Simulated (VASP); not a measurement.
# SnSe2 (P-3m1) in VASP: phonons with revPBE+D3(BJ)

Aim: the phonons of SnSe2 with revPBE+D3(BJ).

Everything below comes from runs of VASP 6.6.1. Logs are shortened: lines on timing, memory, paths and dates and some standing lists are left out, and cuts for length are marked.

## 1. The cell of the first run

It takes space group P-3m1 (No. 164, trigonal). Conventional cell: a = 3.811 Å, b = 3.811 Å, c = 6.136 Å, α = 90.00°, β = 90.00°, γ = 120.00°. Sn (site symmetry -3m) has 6 Se at 2.68 Å within 3.5 Å. Se (site symmetry 3m) has 3 Sn at 2.68 Å within 3.5 Å.

## 2. Phonons, revPBE+D3(BJ), collinear spin

INCAR

```
PREC     = Accurate       # precision mode
ENCUT    = 500            # plane-wave cutoff, eV
EDIFF    = 1E-8           # SCF threshold, eV
ISMEAR   = 0              # smearing method
SIGMA    = 0.025          # smearing width, eV
LREAL    = F              # projectors in reciprocal space
LASPH    = T              # aspherical terms in the spheres
NELM     = 200            # most SCF steps
ALGO     = Normal         # electronic algorithm
ISIF     = 2              # what is computed and relaxed
LWAVE    = F              # write WAVECAR
LCHARG   = F              # write CHGCAR
ISPIN    = 2              # spin polarisation
MAGMOM   = 0.5 0 0        # initial moments
LORBIT   = 11             # projections on sites
GGA      = RE             # functional
IVDW     = 12             # dispersion correction
NBANDS   = 24             # bands
IBRION   = 6              # ionic algorithm
NFREE    = 2            
POTIM    = 0.015          # step
NSW      = 1              # ionic steps
GGA_COMPAT= F
```

KPOINTS

```
regular mesh
0
Gamma
  8 8 5
```

POSCAR

```
SnSe2
1.0
    3.8110000000      0.0000000000      0.0000000000
   -1.9055000000      3.3004228138      0.0000000000
    0.0000000000      0.0000000000      6.1360000000
Sn Se
1 2
Direct
    0.0000000000      0.0000000000      0.0000000000
    0.6666666667      0.3333333333      0.7510000000
    0.3333333333      0.6666666667      0.2490000000
```

Potentials or basis: VASP PAW PBE potentials, release 64 (Sn_d, Se).

The run is started by

```console
> cat potpaw_PBE.64/Sn_d/POTCAR potpaw_PBE.64/Se/POTCAR > POTCAR
> mpirun -np 1 vasp_std > vasp.out
```

OUTCAR:

```text
PREC = Accurate
   ENCUT = 500
   EDIFF = 1E-8
   ISMEAR = 0
   LREAL = F
   LASPH = T
   NELM = 200
   ISIF = 2
   ISPIN = 2
   LORBIT = 11
   GGA = RE
   IVDW = 12
   IBRION = 6
   NFREE = 2
   POTIM = 0.015
   NSW = 1
 IVDW          = 12

 ion  position               nearest neighbor table
   1  0.000  0.000  0.000-   2 2.68   3 2.68   3 2.68   2 2.68   2 2.68   3 2.68
   2  0.667  0.333  0.751-   1 2.68   1 2.68   1 2.68
   3  0.333  0.667  0.249-   1 2.68   1 2.68   1 2.68

  LATTYP: Found a hexagonal cell.
 ALAT       =     3.8110000000
 C/A-ratio  =     1.6100760955

  Lattice vectors:

 A1 = (   3.8110000000,   0.0000000000,   0.0000000000)
 A2 = (  -1.9055000000,   3.3004228138,   0.0000000000)
 A3 = (   0.0000000000,   0.0000000000,   6.1360000000)

Analysis of symmetry for initial positions (statically):
=====================================================================
 Subroutine PRICEL returns:
 Original cell was already a primitive cell.

 Routine SETGRP: Setting up the symmetry group for a
 hexagonal supercell.

 Subroutine GETGRP returns: Found 12 space group operations
 (whereof 12 operations were pure point group operations)
 out of a pool of 24 trial point group operations.

The static configuration has the point symmetry D_3d.

Analysis of symmetry for dynamics (positions and initial velocities):
=====================================================================
 Subroutine PRICEL returns:
 Original cell was already a primitive cell.

 Routine SETGRP: Setting up the symmetry group for a
 hexagonal supercell.

 Subroutine GETGRP returns: Found 12 space group operations
 (whereof 12 operations were pure point group operations)
 out of a pool of 24 trial point group operations.

The dynamic configuration has the point symmetry D_3d.

Analysis of structural, dynamic, and magnetic symmetry:
=====================================================================
 Subroutine PRICEL returns:
 Original cell was already a primitive cell.

 Routine SETGRP: Setting up the symmetry group for a
 hexagonal supercell.

 Subroutine GETGRP returns: Found 12 space group operations
 (whereof 12 operations were pure point group operations)
 out of a pool of 24 trial point group operations.

The overall configuration has the point symmetry D_3d.

 Subroutine INISYM returns: Found 12 space group operations
 (whereof 12 operations are pure point group operations),
 and found     1 'primitive' translations

----------------------------------------------------------------------------------------

                                     Primitive cell

  volume of cell :      77.1781

  direct lattice vectors                    reciprocal lattice vectors
     3.811000000  0.000000000  0.000000000     0.262398321  0.151495741  0.000000000
    -1.905500000  3.300422814  0.000000000     0.000000000  0.302991482  0.000000000
     0.000000000  0.000000000  6.136000000     0.000000000  0.000000000  0.162972621

  length of vectors
     3.811000000  3.811000000  6.136000000     0.302991482  0.302991482  0.162972621

  position of ions in fractional coordinates (direct lattice)
     0.000000000  0.000000000  0.000000000
     0.666666667  0.333333333  0.751000000
     0.333333333  0.666666667  0.249000000

  ion indices of the primitive-cell ions
   primitive index   ion index
                 1           1
                 2           2
                 3           3

----------------------------------------------------------------------------------------

 KPOINTS: regular mesh

Automatic generation of k-mesh.
 Grid dimensions read from file:
[... 58 lines left out ...]
   ICHARG =      2    charge: 1-file 2-atom 10-const
   ISPIN  =      2    spin polarized calculation?
   LNONCOLLINEAR =      F non collinear calculations
   LSORBIT =      F    spin-orbit coupling
   LASPH  =      T    aspherical Exc in radial PAW
   ENCUT  =  500.0 eV  36.75 Ry    6.06 a.u.   6.95  6.95 11.19*2*pi/ulx,y,z
   NELM   =    200;   NELMIN=  2; NELMDL= -5     # of ELM steps
   EDIFF  = 0.1E-07   stopping-criterion for ELM
   LREAL  =      F    real-space projection
   EDIFFG = 0.1E-06   stopping-criterion for IOM
   NSW    =     73    number of steps for IOM
   IBRION =      6    ionic relax: 0-MD 1-quasi-New 2-CG
   NFREE  =      2    steps in history (QN), initial steepest desc. (CG)
   ISIF   =      2    stress and relaxation
   ISYM   =      2    0-nonsym 1-usesym 2-fastsym
   POTIM  = 0.0150    time-step for ionic-motion
   TEBEG  =    0.0;   TEEND  =   0.0 temperature during run
   PSTRESS=    0.0 pullay stress
   NELECT =      26.0000    total number of electrons
   NUPDOWN=      -1.0000    fix difference up-down
   EMIN   =  10.00;   EMAX   =-10.00  energy-range for DOS
   EFERMI =   0.00;   METHOD = LEGACY
   ISMEAR =     0;   SIGMA  =   0.03  broadening in eV -4-tet -1-fermi 0-gaus
   EFERMI_NEDOS =   21; number of points for ismear=-14 and -15
   IALGO  =     38    algorithm
   IMIX   =      4    mixing-type and parameters
     AMIX     =   0.40;   BMIX     =  1.00
     AMIX_MAG =   1.60;   BMIX_MAG =  1.00
  volume/ion in A,a.u.               =      25.73       173.61
  Fermi-wavevector in a.u.,A,eV,Ry     =   1.139116  2.152617 17.654722  1.297585
  Thomas-Fermi vector in A             =   2.275820
   LORBIT       =     11    0 simple, 1 ext, 2 COOP (PROOUT), +10 PAW based schemes
   GGA     = RE    functional components
   LHFCALC =     F    Hartree Fock is set to
   AEXX    =    0.0000 exact exchange contribution
   IVDW    =    12    specifies the selected vdW correction
   LEPSILON=     F    determine dielectric tensor
   LRPA    =     F    only Hartree local field effects (RPA)
 finite differences with symmetry
 spin polarized calculation
 Gauss-broadening in eV      SIGMA  =   0.03
  energy-cutoff  :      500.00
  volume of cell :       77.18
 maximum number of plane-waves:      1977
   NGX = 13   NGY = 13   NGZ = 23

--------------------------------------- Ionic step        1  -------------------------------------------

 number of electron      26.0000006 magnetization       0.0000090

 number of electron      26.0000006 magnetization      -0.0000004

 Free energy of the ion-electron system (eV)
  ---------------------------------------------------
  ext. energy  EPLUGINS =         0.00000000
  ---------------------------------------------------
  free energy    TOTEN  =       -10.82464492 eV

  energy without entropy =      -10.82464492  energy(sigma->0) =      -10.82464492

------------------------ aborting loop because EDIFF is reached ----------------------------------------

 Edisp (eV)   -2.08016

 E8    (eV) :    -1.4591
[... 335 lines left out ...]
 number of electron      26.0000006 magnetization       0.0000000

 number of electron      26.0000006 magnetization      -0.0000000

 Free energy of the ion-electron system (eV)
  ---------------------------------------------------
  ext. energy  EPLUGINS =         0.00000000
  ---------------------------------------------------
  free energy    TOTEN  =       -10.83603545 eV

  energy without entropy =      -10.83603545  energy(sigma->0) =      -10.83603545

 E-fermi :   4.4450     XC(G=0):  -9.3318

 val. band max:        4.2430952059   @ k =   0.1250   0.0000   0.0000
 cond. band min:       5.0889112997   @ k =   0.5000   0.0000   0.4000
 fundamental gap:      0.8458160938
 Fermi energy:         4.4449639548

 spin component 1

 k-point     1 :       0.0000    0.0000    0.0000
  band No.  band energies     occupation
      1     -17.0542      1.00000
      2     -17.0542      1.00000
      3     -17.0184      1.00000
      4     -17.0033      1.00000
      5     -17.0033      1.00000
      6      -9.7057      1.00000
[... 637 lines left out ...]
     23      17.1980      0.00000
     24      17.6774      0.00000

 [... further k-points ...]

 spin component 2

 k-point     1 :       0.0000    0.0000    0.0000
  band No.  band energies     occupation
      1     -17.0542      1.00000
      2     -17.0542      1.00000
      3     -17.0184      1.00000
      4     -17.0033      1.00000
      5     -17.0033      1.00000
      6      -9.7057      1.00000
[... 673 lines left out ...]
  FREE ENERGIE OF THE ION-ELECTRON SYSTEM (eV)
  ---------------------------------------------------
  free  energy   TOTEN  =       -12.9165879612 eV

  energy  without entropy=      -12.9165879612  energy(sigma->0) =      -12.91658796

 INTERNAL STRAIN TENSORS FROM DISPLACED ATOMS
 ============================================

 INTERNAL STRAIN TENSOR FOR ION    1 for displacements in x,y,z  (eV/Angst):
          X           Y           Z          XY          YZ          ZX
  --------------------------------------------------------------------------------
  x     0.00000     0.00000     0.00000     0.00000     0.00000     0.00000
  y     0.00000     0.00000     0.00000     0.00000     0.00000     0.00000
  z     0.00000     0.00000     0.00000     0.00000     0.00000     0.00000

 INTERNAL STRAIN TENSOR FOR ION    3 for displacements in x,y,z  (eV/Angst):
          X           Y           Z          XY          YZ          ZX
  --------------------------------------------------------------------------------
  x     0.00000     0.00000     0.00000     1.61216     0.00000    -6.50319
  y     1.61216    -1.61216     0.00000     0.00000    -6.50319     0.00000
  z    -7.74944    -7.74944   -14.66565     0.00000     0.00000     0.00000

 Eigenvectors and eigenvalues of the dynamical matrix
 ----------------------------------------------------

   1 f  =    7.734714 THz    48.598643 2PiTHz  258.002297 cm-1    31.988194 meV
             X         Y         Z           dx          dy          dz
      0.000000  0.000000  0.000000     0.000000   -0.000000   -0.755700
      1.905500  1.100141  4.608136     0.000000    0.000000    0.463097
     -0.000000  2.200282  1.527864    -0.000000   -0.000000    0.463097
[... 43 lines left out ...]
   9 f/i=    0.003842 THz     0.024140 2PiTHz    0.128156 cm-1     0.015889 meV
             X         Y         Z           dx          dy          dz
      0.000000  0.000000  0.000000    -0.612863    0.229702   -0.000000
      1.905500  1.100141  4.608136    -0.500612    0.187630   -0.000000
     -0.000000  2.200282  1.527864    -0.500612    0.187630   -0.000000

 ELASTIC MODULI CONTR FROM IONIC RELAXATION (kBar)
 Direction    XX          YY          ZZ          XY          YZ          ZX
 --------------------------------------------------------------------------------
 XX        -243.3966   -201.5420   -421.0183     -0.0000     84.4175      0.0000
 YY        -201.5420   -243.3966   -421.0183     -0.0000    -84.4175      0.0000
 ZZ        -421.0183   -421.0183   -796.7682     -0.0000      0.0000      0.0000
 XY          -0.0000     -0.0000     -0.0000    -20.9273      0.0000     84.4174
 YZ          84.4175    -84.4175      0.0000      0.0000   -340.5267     -0.0000
 ZX           0.0000      0.0000      0.0000     84.4174     -0.0000   -340.5265
 --------------------------------------------------------------------------------

 total charge

# of ion       s       p       d       tot
------------------------------------------
    1        1.051   1.054  10.114  12.219
    2        1.482   2.342   0.029   3.854
    3        1.482   2.342   0.029   3.854
--------------------------------------------------
tot          4.015   5.738  10.173  19.926

 magnetization (x)

# of ion       s       p       d       tot
------------------------------------------
    1        0.000  -0.000   0.000   0.000
    2        0.000   0.000  -0.000   0.000
    3        0.000   0.000  -0.000   0.000
--------------------------------------------------
tot          0.000   0.000   0.000   0.000
```

Wall time 41 min (1 thread of Oxide Virtual Turin-like, shared host); peak memory 0.76 GiB.

What came out:

```yaml
Net_moment: 0.00 μB per cell
Valence_electrons_inside_the_program's_atomic_spheres: Sn 12.22; Se 3.85
Highest_phonon_frequency_at_Γ_LO-TO_splitting_left_out: 258 cm⁻¹
Dispersion_energy_per_atom: -0.694 eV
```

Phonon frequencies in cm⁻¹ (negative: imaginary):
| q point | frequencies |
| --- | --- |
| (0.000, 0.000, 0.000) | 0 0 0 133 133 166 166 196 258 |

Caveat: the cell stands under pressure or tension, which shifts response properties; spin-orbit coupling is left out, which moves the levels of the heavy elements.
